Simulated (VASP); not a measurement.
Crystal: PbO.

```
Pb O
1.0
     3.26183    0.00000    0.00000
     0.00000    3.26183    0.00000
     0.00000    0.00000    3.26183
Pb O
1 1
Direct
  0.00000 0.00000 0.00000
  0.50000 0.50000 0.50000
```

This cell differs from its parent crystal: Se replaced by O, lengths x 0.878, strained.

Base run:

```yaml
Program: VASP 6.6.1
Functional: PBEsol
Potentials_or_basis: VASP PAW PBE potentials, release 64 (Pb_d, O)
Cutoff: 520 eV
k_mesh: 6 × 6 × 6
Occupations: gaussian, width 0.1 eV
Spin: no spin polarisation
```

Its results: band gap on the k mesh 0.51 eV (least direct gap 0.70 eV); pressure -8.4 GPa.

The run is repeated on the same cell with these changes: k mesh from 6 × 6 × 6 to 12 × 12 × 12; occupations from gaussian, width 0.1 eV to gaussian, width 0.02 eV. What comes out?

Band gap on the k mesh 0.16 eV (least direct gap 0.21 eV); pressure -8.3 GPa.

Caveats: the cell stands under tension; the PAW data sets were made with another functional, which shifts forces and pressure a little; spin-orbit coupling is left out, which moves the levels of the heavy elements.

A k mesh can miss the band edges.
